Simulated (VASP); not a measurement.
# MnS (F-43m) in VASP: further runs, part 2 of 2

VASP 6.6.1. Earlier steps stand in the parts before.

### Step 4. Electric field gradients, PBE, collinear spin, ferromagnetic start (volume scaled by 0.975)

INCAR reads:

```
PREC = Accurate ; ENCUT = 520
EDIFF = 1E-8 ; ISMEAR = -1
SIGMA = 0.05 ; LREAL = False
LASPH = True ; NELM = 150
ALGO = Normal ; ISIF = 2
LWAVE = False ; LCHARG = False
ISPIN = 2 ; MAGMOM = 4 0
LORBIT = 11 ; LMAXMIX = 4
GGA = PE ; LEFG = True
NBANDS = 20
```

KPOINTS reads:

```
regular mesh
0
Gamma
  10 10 10
```

POSCAR reads:

```
MnS
1.0
    0.0000000000      2.7764694758      2.7764694758
    2.7764694758      0.0000000000      2.7764694758
    2.7764694758      2.7764694758      0.0000000000
Mn S
1 1
Direct
    0.0000000000      0.0000000000      0.0000000000
    0.7500000000      0.7500000000      0.7500000000
```

Potentials or basis: VASP PAW PBE potentials, release 64 (Mn_pv, S).

The run is started by

```console
cat potpaw_PBE.64/Mn_pv/POTCAR potpaw_PBE.64/S/POTCAR > POTCAR
mpirun -np 1 vasp_std > vasp.out
```

OUTCAR:

```text
PREC = Accurate
   ENCUT = 520
   EDIFF = 1E-8
   ISMEAR = -1
   LREAL = False
   LASPH = True
   NELM = 150
   ISIF = 2
   ISPIN = 2
   LORBIT = 11
   GGA = PE

 ion  position               nearest neighbor table
   1  0.000  0.000  0.000-   2 2.40   2 2.40   2 2.40   2 2.40
   2  0.750  0.750  0.750-   1 2.40   1 2.40   1 2.40   1 2.40

  LATTYP: Found a face centered cubic cell.
 ALAT       =     5.5529389516

  Lattice vectors:

 A1 = (   0.0000000000,   2.7764694758,   2.7764694758)
 A2 = (   2.7764694758,   0.0000000000,   2.7764694758)
 A3 = (   2.7764694758,   2.7764694758,   0.0000000000)

Analysis of symmetry for initial positions (statically):
=====================================================================
 Subroutine PRICEL returns:
 Original cell was already a primitive cell.

 Routine SETGRP: Setting up the symmetry group for a
 face centered cubic supercell.

 Subroutine GETGRP returns: Found 24 space group operations
 (whereof 24 operations were pure point group operations)
 out of a pool of 48 trial point group operations.

The static configuration has the point symmetry T_d .

Analysis of symmetry for dynamics (positions and initial velocities):
=====================================================================
 Subroutine PRICEL returns:
 Original cell was already a primitive cell.

 Routine SETGRP: Setting up the symmetry group for a
[... 740 lines left out ...]
      6       1.3323      1.00000
[... 541 lines left out ...]
     19      20.0073      0.00000
     20      20.6370      0.00000

 [... further k-points ...]
[... 5 lines left out ...]
  --------------------------------------------------------------------------------------
  -------------------------------------------------------------------------------------
  Total        0.5968185      0.5968185      0.5968185     -0.0000000     -0.0000000      0.0000000
  in kB       22.3379939     22.3379939     22.3379939     -0.0000000     -0.0000000      0.0000000
  external PRESSURE =      22.3379939 kB  Pullay stress =       0.0000000 kB

 VOLUME and BASIS-vectors are now :
 -----------------------------------------------------------------------------
  energy-cutoff  :      520.00
  volume of cell :       42.81
      direct lattice vectors                 reciprocal lattice vectors
     0.000000000  2.776469476  2.776469476    -0.180084818  0.180084818  0.180084818
     2.776469476  0.000000000  2.776469476     0.180084818 -0.180084818  0.180084818
     2.776469476  2.776469476  0.000000000     0.180084818  0.180084818 -0.180084818

 POSITION                                       TOTAL-FORCE (eV/Angst)
 -----------------------------------------------------------------------------------
      0.00000      0.00000      0.00000        -0.000000     -0.000000     -0.000000
      4.16470      4.16470      4.16470         0.000000      0.000000      0.000000
 -----------------------------------------------------------------------------------
    total drift:                                0.000000      0.000000      0.000000

  FREE ENERGIE OF THE ION-ELECTRON SYSTEM (eV)
  ---------------------------------------------------
  free  energy   TOTEN  =       -14.0727688191 eV

  energy  without entropy=      -14.0634406013  energy(sigma->0) =      -14.06810471

 Electric field gradients (V/A^2)
---------------------------------------------------------------------
 ion       V_xx      V_yy      V_zz      V_xy      V_xz      V_yz
---------------------------------------------------------------------
   1      -0.000    -0.000     0.000     0.005     0.005     0.005
   2       0.000    -0.000     0.000    -0.000    -0.000    -0.000
---------------------------------------------------------------------

 Electric field gradients after diagonalization (V/A^2)
 (convention: |V_zz| > |V_xx| > |V_yy|)
----------------------------------------------------------------------
 ion       V_xx      V_yy      V_zz     asymmetry (V_yy - V_xx)/ V_zz
----------------------------------------------------------------------
   1      -0.005    -0.005     0.009       0.000
   2       0.000     0.000    -0.001       0.000
----------------------------------------------------------------------

           NMR quadrupolar parameters

 Cq : quadrupolar parameter    Cq=e*Q*V_zz/h
 eta: asymmetry parameters     (V_yy - V_xx)/ V_zz
 Q  : nuclear electric quadrupole moment in mb (millibarn)
----------------------------------------------------------------------
 ion       Cq(MHz)       eta       Q (mb)
----------------------------------------------------------------------
   1       0.000       0.000       1.000
   2      -0.000       0.000       1.000
----------------------------------------------------------------------

 total charge

# of ion       s       p       d       tot
------------------------------------------
    1        0.266   6.222   4.913  11.401
    2        1.315   2.454   0.000   3.769
--------------------------------------------------
tot          1.581   8.676   4.913  15.170

 magnetization (x)

# of ion       s       p       d       tot
------------------------------------------
    1        0.049   0.067   4.163   4.280
    2        0.011   0.070   0.000   0.081
--------------------------------------------------
tot          0.060   0.137   4.163   4.361
```

stdout:

```text
POSCAR found type information on POSCAR MnS
 POSCAR found :  2 types and       2 ions
 scaLAPACK will be used
 LDA part: xc-table for (Slater+PW92), standard interpolation
 POSCAR, INCAR and KPOINTS ok, starting setup
 FFT: planning ... GRIDC
 FFT: planning ... GRID_SOFT
 FFT: planning ... GRID
 WAVECAR not read
 entering main loop
ion   1

ion   2
```

It took 87 s on 1 thread of Intel Xeon 6975P-C, shared host; peak memory 0.22 GiB.

Results:

```
Free energy                                           : -14.0728 eV
Pressure                                              : 2.2 GPa
Net moment                                            : 4.86 μB per cell
Site moments                                          : Mn +4.28; S +0.08 μB
Valence electrons inside the program's atomic spheres : Mn 11.40; S 3.77
```

Levels at points of the mesh, in eV from the Fermi level:
Spin up:
| k point | band 10 | band 11 | band 12 | band 13 | band 14 | band 15 |
| --- | --- | --- | --- | --- | --- | --- |
| (0.00, 0.00, 0.00) | 0.39 | 0.39 | 0.39 | 1.11 | 5.94 | 5.94 |
| (0.50, 0.00, 0.00) | -2.79 | -0.67 | -0.67 | 3.09 | 6.39 | 6.39 |
| (0.50, 0.50, 0.00) | -2.63 | -2.08 | -2.08 | 2.85 | 4.45 | 9.34 |
Spin down:
| k point | band 3 | band 4 | band 5 | band 6 | band 7 | band 8 | band 9 | band 10 | band 11 | band 12 |
| --- | --- | --- | --- | --- | --- | --- | --- | --- | --- | --- |
| (0.00, 0.00, 0.00) | -46.14 | -13.68 | -3.35 | -3.35 | -3.35 | 0.86 | 0.86 | 2.09 | 3.14 | 3.14 |
| (0.50, 0.00, 0.00) | -46.14 | -13.01 | -5.22 | -3.27 | -3.27 | 0.91 | 1.00 | 1.00 | 2.12 | 2.12 |
| (0.50, 0.50, 0.00) | -46.14 | -12.79 | -5.14 | -3.36 | -3.36 | -0.03 | 0.90 | 1.32 | 1.35 | 1.35 |

Caveat: without QUAD_EFG the Cq values of the log hold for a quadrupole moment of 1 mb, not for the nuclei; a cell with one magnetic atom can't hold antiferromagnetic order, which such compounds often take; semilocal functionals often make such compounds metallic where correlation or magnetic order opens a gap, which also shifts bond lengths.

### Step 5. Electric field gradients, PBE, collinear spin, ferromagnetic start

INCAR reads:

```
SYSTEM = MnS
PREC = Accurate
ENCUT = 520
EDIFF = 1E-8
ISMEAR = -1
SIGMA = 0.05
LREAL = .FALSE.
LASPH = .TRUE.
NELM = 150
ALGO = Normal
ISIF = 2
LWAVE = .FALSE.
LCHARG = .FALSE.
ISPIN = 2
MAGMOM = 4 0
LORBIT = 11
LMAXMIX = 4
GGA = PE
LEFG = .TRUE.
NBANDS = 20
```

KPOINTS reads:

```
Automatic mesh
0
G
  10 10 10
  0 0 0
```

POSCAR reads:

```
MnS
1.0
    0.0000000000      2.8000000000      2.8000000000
    2.8000000000      0.0000000000      2.8000000000
    2.8000000000      2.8000000000      0.0000000000
Mn S
1 1
Direct
    0.0000000000      0.0000000000      0.0000000000
    0.7500000000      0.7500000000      0.7500000000
```

Potentials or basis: VASP PAW PBE potentials, release 64 (Mn_pv, S).

The run is started by

```console
cat potpaw_PBE.64/Mn_pv/POTCAR potpaw_PBE.64/S/POTCAR > POTCAR
mpirun -np 1 vasp_std > vasp.out
```

OUTCAR:

```text
SYSTEM = MnS
   PREC = Accurate
   ENCUT = 520
   EDIFF = 1E-8
   ISMEAR = -1
   LREAL = .FALSE.
   LASPH = .TRUE.
   NELM = 150
   ISIF = 2
   ISPIN = 2
   LORBIT = 11
   GGA = PE

 ion  position               nearest neighbor table
   1  0.000  0.000  0.000-   2 2.42   2 2.42   2 2.42   2 2.42
   2  0.750  0.750  0.750-   1 2.42   1 2.42   1 2.42   1 2.42

  LATTYP: Found a face centered cubic cell.
 ALAT       =     5.6000000000

  Lattice vectors:

 A1 = (   0.0000000000,   2.8000000000,   2.8000000000)
 A2 = (   2.8000000000,   0.0000000000,   2.8000000000)
 A3 = (   2.8000000000,   2.8000000000,   0.0000000000)

Analysis of symmetry for initial positions (statically):
=====================================================================
 Subroutine PRICEL returns:
 Original cell was already a primitive cell.

 Routine SETGRP: Setting up the symmetry group for a
 face centered cubic supercell.

 Subroutine GETGRP returns: Found 24 space group operations
 (whereof 24 operations were pure point group operations)
[... 1321 lines left out ...]
    total drift:                                0.000000      0.000000      0.000000

  FREE ENERGIE OF THE ION-ELECTRON SYSTEM (eV)
  ---------------------------------------------------
  free  energy   TOTEN  =       -14.0846103130 eV

  energy  without entropy=      -14.0779584953  energy(sigma->0) =      -14.08128440

 Electric field gradients (V/A^2)
---------------------------------------------------------------------
 ion       V_xx      V_yy      V_zz      V_xy      V_xz      V_yz
---------------------------------------------------------------------
   1       0.000    -0.000     0.000     0.004     0.004     0.004
   2       0.000    -0.000     0.000    -0.000    -0.000    -0.000
---------------------------------------------------------------------

 Electric field gradients after diagonalization (V/A^2)
 (convention: |V_zz| > |V_xx| > |V_yy|)
----------------------------------------------------------------------
 ion       V_xx      V_yy      V_zz     asymmetry (V_yy - V_xx)/ V_zz
----------------------------------------------------------------------
   1      -0.004    -0.004     0.009       0.000
   2       0.000     0.000    -0.001       0.000
----------------------------------------------------------------------

           NMR quadrupolar parameters

 Cq : quadrupolar parameter    Cq=e*Q*V_zz/h
 eta: asymmetry parameters     (V_yy - V_xx)/ V_zz
 Q  : nuclear electric quadrupole moment in mb (millibarn)
----------------------------------------------------------------------
 ion       Cq(MHz)       eta       Q (mb)
----------------------------------------------------------------------
   1       0.000       0.000       1.000
   2      -0.000       0.000       1.000
----------------------------------------------------------------------

 total charge

# of ion       s       p       d       tot
------------------------------------------
    1        0.261   6.212   4.902  11.375
    2        1.315   2.449   0.000   3.764
--------------------------------------------------
tot          1.576   8.661   4.902  15.139

 magnetization (x)

# of ion       s       p       d       tot
------------------------------------------
    1        0.049   0.066   4.213   4.328
    2        0.012   0.075   0.000   0.087
--------------------------------------------------
tot          0.061   0.141   4.213   4.415
```

It took 87 s on 1 thread of Intel Xeon 6975P-C, shared host; peak memory 0.22 GiB.

Results:

```
Free energy                                           : -14.0846 eV
Pressure                                              : 1.1 GPa
Net moment                                            : 4.92 μB per cell
Site moments                                          : Mn +4.33; S +0.09 μB
Valence electrons inside the program's atomic spheres : Mn 11.38; S 3.76
```

Caveat: without QUAD_EFG the Cq values of the log hold for a quadrupole moment of 1 mb, not for the nuclei; a cell with one magnetic atom can't hold antiferromagnetic order, which such compounds often take; semilocal functionals often make such compounds metallic where correlation or magnetic order opens a gap, which also shifts bond lengths.

### Step 6. Electric field gradients, PBE, collinear spin, ferromagnetic start

INCAR reads:

```
PREC = Accurate ; ENCUT = 520
EDIFF = 1E-8 ; ISMEAR = -1
SIGMA = 0.05 ; LREAL = F
LASPH = T ; NELM = 150
ALGO = Normal ; ISIF = 2
LWAVE = F ; LCHARG = F
ISPIN = 2 ; MAGMOM = 4 0
LORBIT = 11 ; LMAXMIX = 4
GGA = PE ; LEFG = T
NBANDS = 20
```

KPOINTS reads:

```
Automatic mesh
0
Gamma
  10 10 10
```

POSCAR is that of step 5.

Potentials or basis: VASP PAW PBE potentials, release 64 (Mn_pv, S).

The run is started by

```console
cat potpaw_PBE.64/Mn_pv/POTCAR potpaw_PBE.64/S/POTCAR > POTCAR
mpirun -np 1 vasp_std > vasp.out
```

OUTCAR:

```text
PREC = Accurate
   ENCUT = 520
   EDIFF = 1E-8
   ISMEAR = -1
   LREAL = F
   LASPH = T
   NELM = 150
   ISIF = 2
   ISPIN = 2
   LORBIT = 11
   GGA = PE

 ion  position               nearest neighbor table
   1  0.000  0.000  0.000-   2 2.42   2 2.42   2 2.42   2 2.42
   2  0.750  0.750  0.750-   1 2.42   1 2.42   1 2.42   1 2.42

  LATTYP: Found a face centered cubic cell.
 ALAT       =     5.6000000000

  Lattice vectors:

 A1 = (   0.0000000000,   2.8000000000,   2.8000000000)
 A2 = (   2.8000000000,   0.0000000000,   2.8000000000)
 A3 = (   2.8000000000,   2.8000000000,   0.0000000000)

Analysis of symmetry for initial positions (statically):
=====================================================================
 Subroutine PRICEL returns:
 Original cell was already a primitive cell.

 Routine SETGRP: Setting up the symmetry group for a
 face centered cubic supercell.

 Subroutine GETGRP returns: Found 24 space group operations
 (whereof 24 operations were pure point group operations)
[... 1321 lines left out ...]
    total drift:                                0.000000      0.000000      0.000000

  FREE ENERGIE OF THE ION-ELECTRON SYSTEM (eV)
  ---------------------------------------------------
  free  energy   TOTEN  =       -14.0846103130 eV

  energy  without entropy=      -14.0779584953  energy(sigma->0) =      -14.08128440

 Electric field gradients (V/A^2)
---------------------------------------------------------------------
 ion       V_xx      V_yy      V_zz      V_xy      V_xz      V_yz
---------------------------------------------------------------------
   1       0.000    -0.000     0.000     0.004     0.004     0.004
   2       0.000    -0.000     0.000    -0.000    -0.000    -0.000
---------------------------------------------------------------------

 Electric field gradients after diagonalization (V/A^2)
 (convention: |V_zz| > |V_xx| > |V_yy|)
----------------------------------------------------------------------
 ion       V_xx      V_yy      V_zz     asymmetry (V_yy - V_xx)/ V_zz
----------------------------------------------------------------------
   1      -0.004    -0.004     0.009       0.000
   2       0.000     0.000    -0.001       0.000
----------------------------------------------------------------------

           NMR quadrupolar parameters

 Cq : quadrupolar parameter    Cq=e*Q*V_zz/h
 eta: asymmetry parameters     (V_yy - V_xx)/ V_zz
 Q  : nuclear electric quadrupole moment in mb (millibarn)
----------------------------------------------------------------------
 ion       Cq(MHz)       eta       Q (mb)
----------------------------------------------------------------------
   1       0.000       0.000       1.000
   2      -0.000       0.000       1.000
----------------------------------------------------------------------

 total charge

# of ion       s       p       d       tot
------------------------------------------
    1        0.261   6.212   4.902  11.375
    2        1.315   2.449   0.000   3.764
--------------------------------------------------
tot          1.576   8.661   4.902  15.139

 magnetization (x)

# of ion       s       p       d       tot
------------------------------------------
    1        0.049   0.066   4.213   4.328
    2        0.012   0.075   0.000   0.087
--------------------------------------------------
tot          0.061   0.141   4.213   4.415
```

OSZICAR:

```text
N       E                     dE             d eps       ncg     rms          rms(c)
DAV:   1     0.151982767281E+03    0.15198E+03   -0.10014E+04  3824   0.929E+02
DAV:   2    -0.687689480317E+01   -0.15886E+03   -0.14999E+03  3948   0.273E+02
DAV:   3    -0.151550811631E+02   -0.82782E+01   -0.81856E+01  4380   0.682E+01
[... 11 lines left out ...]
DAV:  15    -0.140846096679E+02   -0.16409E-05   -0.15804E-06  4408   0.103E-02    0.389E-03
DAV:  16    -0.140846100479E+02   -0.37999E-06   -0.27307E-07  4088   0.316E-03    0.228E-03
DAV:  17    -0.140846102686E+02   -0.22068E-06   -0.32447E-07  4060   0.297E-03    0.589E-04
DAV:  18    -0.140846103128E+02   -0.44206E-07   -0.11804E-08  4036   0.771E-04    0.180E-04
DAV:  19    -0.140846103130E+02   -0.22010E-09   -0.69624E-10  2308   0.220E-04
   1 F= -.14084610E+02 E0= -.14081284E+02  d E =-.665182E-02  mag=     4.9195
```

It took 91 s on 1 thread of Intel Xeon 6975P-C, shared host; peak memory 0.23 GiB.

What came out:

| Property | Result |
| --- | --- |
| Free energy | -14.0846 eV |
| Pressure | 1.1 GPa |
| Net moment | 4.92 μB per cell |
| Site moments | Mn +4.33; S +0.09 μB |
| Valence electrons inside the program's atomic spheres | Mn 11.38; S 3.76 |

Caveat: without QUAD_EFG the Cq values of the log hold for a quadrupole moment of 1 mb, not for the nuclei; a cell with one magnetic atom can't hold antiferromagnetic order, which such compounds often take; semilocal functionals often make such compounds metallic where correlation or magnetic order opens a gap, which also shifts bond lengths.

### Step 7. The runs side by side

| level | spin | cell | gap on the mesh (eV) | pressure (GPa) | moment (μB) |
| --- | --- | --- | --- | --- | --- |
| r2SCAN | collinear, ferromagnetic start | a = 3.960 Å, angles 60.0°, 2 atoms | 0.57 | 1.8 | 5.00 |
| PBE | non-collinear, typed start, SOC | a = 3.960 Å, angles 60.0°, 2 atoms | - | 1.1 | 4.92 |
| PBE | collinear, ferromagnetic start | a = 3.927 Å, angles 60.0°, 2 atoms | none | 2.2 | 4.86 |
| PBE | collinear, ferromagnetic start | a = 3.960 Å, angles 60.0°, 2 atoms | none | 1.1 | 4.92 |

Alike in all rows: task electric field gradients; potentials or basis VASP PAW PBE potentials, release 64 (Mn_pv, S); k mesh 10 × 10 × 10; cutoff (eV) 520; smearing fermi-dirac 0.05 eV.

The pressure there spans 1.1 GPa (PBE) to 1.8 GPa (r2SCAN); a positive pressure means that this level wants a larger cell, a negative one a smaller.

Caveats: a cell with one magnetic atom can't hold antiferromagnetic order, which such compounds often take; semilocal functionals often make such compounds metallic where correlation or magnetic order opens a gap, which also shifts bond lengths (some runs); the PAW data sets were made with another functional, which shifts forces and pressure a little (some runs).

Absolute energies hang on the potentials; compare differences alone.
